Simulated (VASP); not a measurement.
# EuO: single point with r2SCAN+rVV10+U

The system is EuO.

```
Eu O
1.0
     0.00000    2.55586    2.55586
     2.55586    0.00000    2.55586
     2.55586    2.55586    0.00000
Eu O
1 1
Direct
  0.50000 0.50000 0.50000
  0.00000 0.00000 0.00000
```

```
Program             : VASP 6.6.1
Task                : single point
Functional          : r2SCAN
Dispersion          : rVV10
Potentials or basis : VASP PAW PBE potentials, release 64 (Eu, O)
Cutoff              : 800 eV
k mesh              : 8 × 8 × 8
Occupations         : gaussian, width 0.05 eV
Spin                : collinear spin
Starting moments    : [7.44, -0.11] μB
Hubbard terms       : Eu f U = 4.0 eV
```

```yaml
Pressure: -1.5 GPa
Band_gap_on_the_k_mesh: zero (filled and empty bands overlap)
Net_moment: 7.00 μB per cell
Site_moments: Eu +6.62; O -0.11 μB
Valence_electrons_inside_the_program's_atomic_spheres: Eu 14.97; O 4.99
```

Levels at points of the mesh, in eV from the Fermi level:
Spin up:
| k point | band 13 | band 14 | band 15 | band 16 | band 17 | band 18 |
| --- | --- | --- | --- | --- | --- | --- |
| (0.00, 0.00, 0.00) | 0.02 | 0.02 | 0.02 | 0.84 | 2.65 | 2.65 |
| (0.50, 0.00, 0.00) | -0.43 | -0.41 | -0.38 | 3.33 | 5.51 | 5.51 |
| (0.50, 0.50, 0.00) | -0.40 | -0.38 | -0.13 | -0.13 | 4.63 | 6.97 |
Spin down:
| k point | band 6 | band 7 | band 8 | band 9 | band 10 | band 11 |
| --- | --- | --- | --- | --- | --- | --- |
| (0.00, 0.00, 0.00) | -3.38 | -3.38 | -3.38 | 1.82 | 3.77 | 3.77 |
| (0.50, 0.00, 0.00) | -5.42 | -4.54 | -4.54 | 4.00 | 6.28 | 6.74 |
| (0.50, 0.50, 0.00) | -3.36 | -3.31 | -3.31 | 0.52 | 5.75 | 7.76 |

Eigenvalues of the final occupation matrices:
| site | spin | trace | eigenvalues |
| --- | --- | --- | --- |
| site 1 f | 1 | 6.77 | 0.95 0.97 0.97 0.97 0.97 0.97 0.97 |
| site 1 f | 2 | 0.02 | 0.00 0.00 0.00 0.00 0.00 0.00 0.00 |

Wall time 5 min on 1 thread of Oxide Virtual Turin-like Processor (shared host), peak memory 0.45 GiB.

Caveat: the PAW data sets were made with another functional, which shifts forces and pressure a little; spin-orbit coupling is left out, which moves the levels of the heavy elements; a cell with one magnetic atom can't hold antiferromagnetic order, which such compounds often take.
